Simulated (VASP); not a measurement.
# SnPt2Se3 (R-3m) in VASP: notebook

Runs on SnPt2Se3. Level: PBE. Tasks: single point.

All numbers are computed with VASP 6.6.1; they aren't measurements. Logs are shortened: lines on timing, memory, paths and dates and some standing lists are left out, and cuts for length are marked.

**1. The cell of the first run**

It takes space group R-3m (No. 166, trigonal). The conventional cell has a = 3.612 Å, b = 3.612 Å, c = 32.535 Å, α = 90.00°, β = 90.00°, γ = 120.00°. Within 3.7 Å of Sn (site symmetry -3m) lie 6 Pt at 2.83 Å and 2 Se at 3.44 Å and 6 Sn at 3.61 Å. Pt (site symmetry 3m) has 3 Se at 2.58 Å and 3 Sn at 2.83 Å within 3.4 Å. Se (site symmetry -3m) has 12 Se at 2.88 to 3.61 Å within 3.8 Å. Within 3.7 Å of Se (site symmetry 3m) lie 3 Pt at 2.58 Å and 9 Se at 2.88 to 3.61 Å and 1 Sn at 3.44 Å.

The cell was generated, and may not be a known phase.

**2. Single point, PBE**

Input file INCAR:

```
PREC = Accurate
ENCUT = 520
EDIFF = 1E-6
ISMEAR = 0
SIGMA = 0.1
LREAL = False
LASPH = True
NELM = 60
ALGO = Normal
ISIF = 2
LWAVE = False
LCHARG = False
GGA = PE
NBANDS = 35
```

Input file KPOINTS:

```
regular mesh
0
Gamma
  6 6 6
```

Input file POSCAR:

```
SnPt2Se3
1.0
    1.8060366221      1.0427157299     10.8450414713
   -1.8060366221      1.0427157299     10.8450414713
    0.0000000000     -2.0854314598     10.8450414713
Sn Pt Se
1 2 3
Direct
    0.5000000000      0.5000000000      0.5000000000
    0.7746206755      0.7746206755      0.7746206755
    0.2253793245      0.2253793245      0.2253793245
    0.0000000000      0.0000000000      0.0000000000
    0.3944198599      0.3944198599      0.3944198599
    0.6055801401      0.6055801401      0.6055801401
```

Potentials or basis: VASP PAW PBE potentials, release 64 (Sn_d, Pt, Se).

Command:

```console
> cat potpaw_PBE.64/Sn_d/POTCAR potpaw_PBE.64/Pt/POTCAR potpaw_PBE.64/Se/POTCAR > POTCAR
> mpirun -np 1 vasp_std > vasp.out
```

OUTCAR:

```text
PREC = Accurate
   ENCUT = 520
   EDIFF = 1E-6
   ISMEAR = 0
   LREAL = False
   LASPH = True
   NELM = 60
   ISIF = 2
   GGA = PE

 ion  position               nearest neighbor table
   1  0.500  0.500  0.500-   3 2.83   2 2.83   3 2.83   3 2.83   2 2.83   2 2.83
   2  0.775  0.775  0.775-   5 2.58   5 2.58   5 2.58   1 2.83   1 2.83   1 2.83
   3  0.225  0.225  0.225-   6 2.58   6 2.58   6 2.58   1 2.83   1 2.83   1 2.83
   4  0.000  0.000  0.000-
   5  0.394  0.394  0.394-   2 2.58   2 2.58   2 2.58
   6  0.606  0.606  0.606-   3 2.58   3 2.58   3 2.58

  LATTYP: Found a trigonal (rhomboedric) cell.
 ALAT       =    11.0437289394
 COS(alpha) =     0.9465125833

  Lattice vectors:

 A1 = (   1.8060366221,   1.0427157299,  10.8450414713)
 A2 = (  -1.8060366221,   1.0427157299,  10.8450414713)
 A3 = (   0.0000000000,  -2.0854314598,  10.8450414713)

Analysis of symmetry for initial positions (statically):
=====================================================================
 Subroutine PRICEL returns:
 Original cell was already a primitive cell.

 Routine SETGRP: Setting up the symmetry group for a
 trigonal (rhombohedral) supercell.

 Subroutine GETGRP returns: Found 12 space group operations
 (whereof 12 operations were pure point group operations)
 out of a pool of 12 trial point group operations.

The static configuration has the point symmetry D_3d.

Analysis of symmetry for dynamics (positions and initial velocities):
=====================================================================
 Subroutine PRICEL returns:
 Original cell was already a primitive cell.

 Routine SETGRP: Setting up the symmetry group for a
 trigonal (rhombohedral) supercell.

 Subroutine GETGRP returns: Found 12 space group operations
 (whereof 12 operations were pure point group operations)
 out of a pool of 12 trial point group operations.

The dynamic configuration has the point symmetry D_3d.

 Subroutine INISYM returns: Found 12 space group operations
 (whereof 12 operations are pure point group operations),
 and found     1 'primitive' translations

----------------------------------------------------------------------------------------

                                     Primitive cell

  volume of cell :     122.5392

  direct lattice vectors                    reciprocal lattice vectors
     1.806036622  1.042715730 10.845041471     0.276849314  0.159839026  0.030736013
    -1.806036622  1.042715730 10.845041471    -0.276849314  0.159839026  0.030736013
     0.000000000 -2.085431460 10.845041471     0.000000000 -0.319678052  0.030736013

  length of vectors
    11.043728939 11.043728939 11.043728939     0.321152237  0.321152237  0.321152237

  position of ions in fractional coordinates (direct lattice)
     0.500000000  0.500000000  0.500000000
     0.774620676  0.774620676  0.774620676
     0.225379324  0.225379324  0.225379324
     0.000000000  0.000000000  0.000000000
     0.394419860  0.394419860  0.394419860
     0.605580140  0.605580140  0.605580140

  ion indices of the primitive-cell ions
   primitive index   ion index
                 1           1
                 2           2
                 3           3
                 4           4
                 5           5
                 6           6

----------------------------------------------------------------------------------------

 KPOINTS: regular mesh

Automatic generation of k-mesh.
 Grid dimensions read from file:
 generate k-points for:    6    6    6

 Generating k-lattice:

  Cartesian coordinates                     Fractional coordinates (reciprocal lattice)
     0.046141552  0.026639838  0.005122669     0.166666667 -0.000000000 -0.000000000
    -0.046141552  0.026639838  0.005122669    -0.000000000  0.166666667 -0.000000000
     0.000000000 -0.053279675  0.005122669    -0.000000000 -0.000000000  0.166666667

  Length of vectors
     0.053525373  0.053525373  0.053525373

  Shift w.r.t. Gamma in fractional coordinates (k-lattice)
     0.000000000  0.000000000  0.000000000

 Subroutine IBZKPT returns following result:
 ===========================================

 Found     32 irreducible k-points:

 Following reciprocal coordinates:
            Coordinates               Weight
  0.000000  0.000000  0.000000      1.000000
  0.166667  0.000000 -0.000000      6.000000
  0.333333  0.000000  0.000000      6.000000
  0.500000  0.000000 -0.000000      3.000000
  0.166667  0.166667 -0.000000      6.000000
  0.333333  0.166667  0.000000     12.000000
[... 16 lines left out ...]
  0.500000  0.500000  0.166667      6.000000
 -0.333333  0.500000  0.166667     12.000000
 [... further k-points ...]
   k-points           NKPTS =     32   k-points in BZ     NKDIM =     32   number of bands    NBANDS=     35
   number of dos      NEDOS =    301   number of ions     NIONS =      6
   total plane-waves  NPLWV = 592704
   dimension x,y,z NGX =    84 NGY =   84 NGZ =   84
   dimension x,y,z NGXF=   168 NGYF=  168 NGZF=  168
   ions per type =               1   2   3
   NGX,Y,Z   is equivalent  to a cutoff of  12.64, 12.64, 12.64 a.u.
   NGXF,Y,Z  is equivalent  to a cutoff of  25.29, 25.29, 25.29 a.u.
 SYSTEM =  unknown system
   PREC   = accura    normal or accurate (medium, high low for compatibility)
   ISTART =      0    job   : 0-new  1-cont  2-samecut
   ICHARG =      2    charge: 1-file 2-atom 10-const
   ISPIN  =      1    spin polarized calculation?
   LNONCOLLINEAR =      F non collinear calculations
   LSORBIT =      F    spin-orbit coupling
   LASPH  =      T    aspherical Exc in radial PAW
   ENCUT  =  520.0 eV  38.22 Ry    6.18 a.u.  20.53 20.53 20.53*2*pi/ulx,y,z
   NELM   =     60;   NELMIN=  2; NELMDL= -5     # of ELM steps
   EDIFF  = 0.1E-05   stopping-criterion for ELM
   LREAL  =      F    real-space projection
   EDIFFG = 0.1E-04   stopping-criterion for IOM
   NSW    =      0    number of steps for IOM
   IBRION =     -1    ionic relax: 0-MD 1-quasi-New 2-CG
   NFREE  =      0    steps in history (QN), initial steepest desc. (CG)
   ISIF   =      2    stress and relaxation
   ISYM   =      2    0-nonsym 1-usesym 2-fastsym
   POTIM  = 0.5000    time-step for ionic-motion
   TEBEG  =    0.0;   TEEND  =   0.0 temperature during run
   PSTRESS=    0.0 pullay stress
   NELECT =      52.0000    total number of electrons
   NUPDOWN=      -1.0000    fix difference up-down
   EMIN   =  10.00;   EMAX   =-10.00  energy-range for DOS
   EFERMI =   0.00;   METHOD = LEGACY
   ISMEAR =     0;   SIGMA  =   0.10  broadening in eV -4-tet -1-fermi 0-gaus
   EFERMI_NEDOS =   21; number of points for ismear=-14 and -15
   IALGO  =     38    algorithm
   IMIX   =      4    mixing-type and parameters
     AMIX     =   0.40;   BMIX     =  1.00
     AMIX_MAG =   1.60;   BMIX_MAG =  1.00
  volume/ion in A,a.u.               =      20.42       137.82
  Fermi-wavevector in a.u.,A,eV,Ry     =   1.230224  2.324787 20.591762  1.513452
  Thomas-Fermi vector in A             =   2.365081
   LORBIT       =      0    0 simple, 1 ext, 2 COOP (PROOUT), +10 PAW based schemes
   GGA     = PE    functional components
   LHFCALC =     F    Hartree Fock is set to
   AEXX    =    0.0000 exact exchange contribution
   IVDW    =     0    specifies the selected vdW correction
   LEPSILON=     F    determine dielectric tensor
   LRPA    =     F    only Hartree local field effects (RPA)
 non-spin polarized calculation
 Gauss-broadening in eV      SIGMA  =   0.10
  energy-cutoff  :      520.00
  volume of cell :      122.54
 maximum number of plane-waves:      3347
 NGX is ok and might be reduce to    84
   NGX = 41   NGY = 41   NGZ = 41

 number of electron      52.0000000 magnetization

 Free energy of the ion-electron system (eV)
  ---------------------------------------------------
  ext. energy  EPLUGINS =         0.00000000
  ---------------------------------------------------
  free energy    TOTEN  =       -26.45443158 eV

  energy without entropy =      -26.43205268  energy(sigma->0) =      -26.44324213

 E-fermi :   7.1201     XC(G=0): -11.0125

 val. band max:        7.1147057847   @ k =   0.5000   0.1667   0.0000
 cond. band min:       7.1530590336   @ k =  -0.3333   0.3333   0.3333
 fundamental gap:      0.0383532489
 Fermi energy:         7.1201316469

 k-point     1 :       0.0000    0.0000    0.0000
  band No.  band energies     occupation
      1     -14.2179      2.00000
      2     -14.2179      2.00000
      3     -14.1854      2.00000
      4     -14.1581      2.00000
      5     -14.1581      2.00000
      6      -8.4734      2.00000
[... 27 lines left out ...]
     34      12.9244      0.00000
     35      14.8201      0.00000

 k-point     2 :       0.1667    0.0000   -0.0000
  band No.  band energies     occupation
      1     -14.2220      2.00000
      2     -14.2012      2.00000
      3     -14.1740      2.00000
      4     -14.1655      2.00000
      5     -14.1574      2.00000
      6      -8.1903      2.00000
[... 27 lines left out ...]
     34      13.3153      0.00000
     35      14.5326      0.00000

 k-point     3 :       0.3333    0.0000    0.0000
  band No.  band energies     occupation
      1     -14.2333      2.00000
      2     -14.1852      2.00000
      3     -14.1806      2.00000
      4     -14.1431      2.00000
      5     -14.1428      2.00000
      6      -7.4450      2.00000
[... 27 lines left out ...]
     34      13.0314      0.00000
     35      13.9669      0.00000

 k-point     4 :       0.5000    0.0000   -0.0000
  band No.  band energies     occupation
      1     -14.2395      2.00000
      2     -14.1936      2.00000
      3     -14.1786      2.00000
      4     -14.1285      2.00000
      5     -14.1272      2.00000
      6      -6.7920      2.00000
[... 27 lines left out ...]
     34      12.1581      0.00000
     35      13.8027      0.00000

 k-point     5 :       0.1667    0.1667   -0.0000
  band No.  band energies     occupation
      1     -14.2220      2.00000
      2     -14.2012      2.00000
      3     -14.1740      2.00000
      4     -14.1655      2.00000
      5     -14.1574      2.00000
      6      -8.1899      2.00000
[... 638 lines left out ...]
 k-point    22 :      -0.1667    0.3333    0.1667
  band No.  band energies     occupation
      1     -14.2220      2.00000
      2     -14.1862      2.00000
      3     -14.1841      2.00000
      4     -14.1473      2.00000
      5     -14.1282      2.00000
      6      -6.8852      2.00000
[... 27 lines left out ...]
     34      13.1085      0.00000
     35      13.9709      0.00000

 k-point    23 :       0.5000    0.5000    0.1667
  band No.  band energies     occupation
      1     -14.2333      2.00000
      2     -14.1852      2.00000
      3     -14.1807      2.00000
      4     -14.1431      2.00000
      5     -14.1428      2.00000
      6      -7.4444      2.00000
[... 27 lines left out ...]
     34      12.8234      0.00000
     35      14.0954      0.00000

 k-point    24 :      -0.3333    0.5000    0.1667
  band No.  band energies     occupation
      1     -14.2220      2.00000
      2     -14.1862      2.00000
      3     -14.1841      2.00000
      4     -14.1473      2.00000
      5     -14.1282      2.00000
      6      -6.8859      2.00000
[... 27 lines left out ...]
     34      13.1152      0.00000
     35      13.8957      0.00000

 [... further k-points ...]

------------------------ aborting loop because EDIFF is reached ----------------------------------------

  FORCE on cell =-STRESS in cart. coord.  units (eV):
  Direction    XX          YY          ZZ          XY          YZ          ZX
  --------------------------------------------------------------------------------------
  -------------------------------------------------------------------------------------
  Total        0.1898632      0.1898632      0.1352446      0.0000000      0.0000000     -0.0000000
  in kB        2.4824272      2.4824272      1.7682987      0.0000000      0.0000000     -0.0000000
  external PRESSURE =       2.2443844 kB  Pullay stress =       0.0000000 kB

 VOLUME and BASIS-vectors are now :
 -----------------------------------------------------------------------------
  energy-cutoff  :      520.00
  volume of cell :      122.54
      direct lattice vectors                 reciprocal lattice vectors
     1.806036622  1.042715730 10.845041471     0.276849314  0.159839026  0.030736013
    -1.806036622  1.042715730 10.845041471    -0.276849314  0.159839026  0.030736013
     0.000000000 -2.085431460 10.845041471     0.000000000 -0.319678052  0.030736013

 POSITION                                       TOTAL-FORCE (eV/Angst)
 -----------------------------------------------------------------------------------
      0.00000      0.00000     16.26756         0.000000     -0.000000     -0.000000
      0.00000      0.00000     25.20238         0.000000      0.000000      0.017789
      0.00000      0.00000      7.33274         0.000000     -0.000000     -0.017789
      0.00000      0.00000      0.00000         0.000000      0.000000     -0.000000
      0.00000      0.00000     12.83250         0.000000     -0.000000      0.034425
      0.00000      0.00000     19.70263         0.000000      0.000000     -0.034425
 -----------------------------------------------------------------------------------
    total drift:                                0.000000     -0.000000     -0.000000

  FREE ENERGIE OF THE ION-ELECTRON SYSTEM (eV)
  ---------------------------------------------------
  free  energy   TOTEN  =       -26.4544315753 eV

  energy  without entropy=      -26.4320526777  energy(sigma->0) =      -26.44324213
```

Run time: 20 min. Hardware: 1 thread of AMD EPYC 7R13 (Zen 3), shared host; peak memory 1.1 GiB.

What came out:

* Free energy: -26.4544 eV
* Pressure: 0.2 GPa
* Largest force: 0.034 eV/Å
* Band gap on the k mesh: zero (bands 26 and 27 overlap by 1.24 eV)

Forces in eV/Å, atoms in the order of the input:
```
Sn   0.000  0.000  0.000
Pt   0.000  0.000  0.018
Pt   0.000  0.000 -0.018
Se   0.000  0.000  0.000
Se   0.000  0.000  0.034
Se   0.000  0.000 -0.034
```

Caveat: spin-orbit coupling is left out, which moves the levels of the heavy elements.

**3. Single point, PBE**

This run uses another cell than the first one, of 23.31 Å³/atom.

Input file INCAR:

```
  PREC = Accurate
  ENCUT = 520
  EDIFF = 1E-7
  ISMEAR = 0
  SIGMA = 0.1
  LREAL = False
  LASPH = True
  NELM = 100
  ALGO = Normal
  ISIF = 2
  LWAVE = False
  LCHARG = False
  GGA = PE
  NBANDS = 35
```

Input file KPOINTS:

```
Automatic mesh
0
Gamma
  6 6 6
```

Input file POSCAR:

```
SnPt2Se3
1.0
    2.2128970600      1.2776167100      8.2453930600
   -2.2128970600      1.2776167100      8.2453930600
    0.0000000000     -2.5552334200      8.2453930600
Sn Pt Se
1 2 3
Direct
    0.5000000000      0.5000000000      0.5000000000
    0.7459748400      0.7459748400      0.7459748400
    0.2540251600      0.2540251600      0.2540251600
    0.0000000000      0.0000000000      0.0000000000
    0.3664707200      0.3664707200      0.3664707200
    0.6335292800      0.6335292800      0.6335292800
```

Potentials or basis: VASP PAW PBE potentials, release 64 (Sn_d, Pt, Se).

Command:

```console
> cat potpaw_PBE.64/Sn_d/POTCAR potpaw_PBE.64/Pt/POTCAR potpaw_PBE.64/Se/POTCAR > POTCAR
> mpirun -np 1 vasp_std > vasp.out
```

Wall time 6.1 min (1 thread of AMD EPYC 7R13 (Zen 3), shared host); peak memory 0.58 GiB.

It converged, with:

```yaml
Free_energy: -22.5814 eV
Pressure: -0.8 GPa
Largest_force: 2.299 eV/Å
Band_gap_on_the_k_mesh: zero (bands 26 and 27 overlap by 0.58 eV)
```

Forces in eV/Å, atoms in the order of the input:
```
Sn   0.000  0.000  0.000
Pt   0.000  0.000  0.275
Pt   0.000  0.000 -0.275
Se   0.000  0.000  0.000
Se   0.000  0.000  2.299
Se   0.000  0.000 -2.299
```

Stress tensor (GPa, compression positive):
```
 1.04  0.00  0.00
 0.00  1.04  0.00
 0.00  0.00 -4.64
```

Levels at points of the mesh, in eV from the Fermi level:
```csv
k point,band 24,band 25,band 26,band 27,band 28,band 29
"(0.00, 0.00, 0.00)",-0.54,-0.54,0.39,0.96,1.27,1.79
"(0.50, 0.00, 0.00)",-0.83,-0.50,-0.39,0.11,0.99,2.11
"(0.50, 0.50, 0.00)",-0.67,-0.62,-0.35,0.40,1.57,1.58
"(0.50, 0.50, 0.50)",-1.05,-0.48,-0.48,0.73,1.89,1.89
```

Caveat: the stress differs along the axes, from -5 to 1 GPa; spin-orbit coupling is left out, which moves the levels of the heavy elements; forces of over 1 eV/Å act on the atoms, so gaps and moduli don't describe the material at rest.

The gap in the log of VASP goes by the Fermi energy; the results here count the filled bands.